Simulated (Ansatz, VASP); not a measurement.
# One calculation of KTaO3, two programs

The input POSCAR:

```
KTaO3
1.0
    3.9901311030      0.0000000000      0.0000000000
    0.0000000000      3.9901311030      0.0000000000
    0.0000000000      0.0000000000      3.9901311030
K Ta O
1 1 3
Direct
    0.0000000000      0.0000000000      0.0000000000
    0.5000000000      0.5000000000      0.5000000000
    0.5000000000      0.5000000000      0.0000000000
    0.5000000000      0.0000000000      0.5000000000
    0.0000000000      0.5000000000      0.5000000000
```

The input INCAR.step1:

```
SYSTEM = KTaO3
PREC = Accurate
ENCUT = 520
ISMEAR = 0
SIGMA = 0.01
LREAL = .FALSE.
LASPH = .TRUE.
NELM = 150
LNONCOLLINEAR = .TRUE.
MAGMOM = 0 0 0 0 0 0 0 0 0 0 0 0 0 0 0
LSORBIT = .TRUE.
GGA_COMPAT = .FALSE.
LMAXMIX = 4
NBANDS = 53
GGA = PE
ALGO = Normal
EDIFF = 1E-4
LWAVE = .TRUE.
LCHARG = .FALSE.
```

The input INCAR.step2:

```
SYSTEM = KTaO3
PREC = Accurate
ENCUT = 520
EDIFF = 1E-6
ISMEAR = 0
SIGMA = 0.01
LREAL = .FALSE.
LASPH = .TRUE.
NELM = 150
ALGO = Normal
ISIF = 2
LWAVE = .FALSE.
LCHARG = .FALSE.
LNONCOLLINEAR = .TRUE.
MAGMOM = 0 0 0 0 0 0 0 0 0 0 0 0 0 0 0
LORBIT = 11
LSORBIT = .TRUE.
GGA_COMPAT = .FALSE.
LORBMOM = .TRUE.
LMAXMIX = 4
METAGGA = R2SCAN
LMIXTAU = .TRUE.
NBANDS = 53
ISTART = 1
```

File KPOINTS:

```
Automatic mesh
0
G
  6 6 6
  0 0 0
```

Input for Ansatz:

```yaml
crystal:
  lattice:
    - [3.990131103, 0.0, 0.0]
    - [0.0, 3.990131103, 0.0]
    - [0.0, 0.0, 3.990131103]
  atoms:
    - { symbol: K, position: [0.0, 0.0, 0.0] }
    - { symbol: Ta, position: [0.5, 0.5, 0.5] }
    - { symbol: O, position: [0.5, 0.5, 0.0] }
    - { symbol: O, position: [0.5, 0.0, 0.5] }
    - { symbol: O, position: [0.0, 0.5, 0.5] }
kpoints:
  mp_grid: { grid: [6, 6, 6] }
  band_path:
    path: [[0.0, 0.0, 0.0], [0.0, 0.5, 0.0], [0.5, 0.5, 0.0], [0.5, 0.5, 0.5]]
    npoints: 1
hamiltonian:
  xc: r2scan
scf:
  occupations: { method: fixed }
  n_extra_bands: 10
magnetization:
  noncollinear: true
  spin_orbit: true
output:
  forces: true
  stress: true
  eigenvalues: true
  write_density: true
  write_potential: true
  elf: true
  volumetric_format: npy
```

Alike in both runs: task single point; functional r2SCAN; k mesh 6 × 6 × 6; non-collinear spin, spin-orbit coupling.

|  | VASP | Ansatz |
| --- | --- | --- |
| version | VASP 6.6.1 | Ansatz 0.2.0 |
| potentials or method | VASP PAW PBE potentials, release 64 (K_sv, Ta_pv, O) | plane waves, PAW |
| plane-wave cutoff (eV) | 520 | 500 |
| occupations | gaussian, width 0.01 eV | fixed |
| valence electrons in the cell | 38 | 40 |

|  | VASP | Ansatz | Ansatz less VASP |
| --- | --- | --- | --- |
| pressure (GPa) | 1.1 | -0.2 | -1.34 |
| net moment per atom (μB) | 0.00 | 0.00 | 0.000 |

VASP's potentials were made for PBE, not for r2SCAN. VASP's potentials hold 38 valence electrons a cell and Ansatz's 40, so a difference there can come from the potentials and not from the codes.
